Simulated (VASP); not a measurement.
KF (Carobbiite): single point with PBEsol

The system is KF (Carobbiite).

```
CELL_PARAMETERS angstrom
0.00000 2.35017 2.35017
2.35017 0.00000 2.35017
2.35017 2.35017 0.00000
ATOMIC_POSITIONS crystal
K 0.00000 0.00000 0.00000
F 0.50000 0.50000 0.50000
```

```yaml
Program: VASP 6.6.1
Task: single point
Functional: PBEsol
Potentials_or_basis: VASP PAW PBE potentials, release 64 (K_sv, F)
Cutoff: 520 eV
k_mesh: 9 × 9 × 9
Occupations: fermi-dirac, width 0.05 eV
Spin: no spin polarisation
```

The pressure is 31.0 GPa. The band gap on the k mesh is 7.76 eV, indirect (least direct gap 7.85 eV).

Levels at points of the mesh, in eV from the valence-band top:
| k point | band 5 | band 6 | band 7 | band 8 | band 9 | band 10 | band 11 | band 12 |
| --- | --- | --- | --- | --- | --- | --- | --- | --- |
| (0.00, 0.00, 0.00) | -8.35 | -0.30 | -0.30 | -0.30 | 8.18 | 11.14 | 11.14 | 11.14 |

Wall time 8 s on 1 thread of Intel(R) Xeon(R) 6975P-C (Granite Rapids), with other jobs on the host, peak memory 0.16 GiB.

Caveat: the PAW data sets were made with another functional, which shifts forces and pressure a little. A k mesh can miss the band edges.
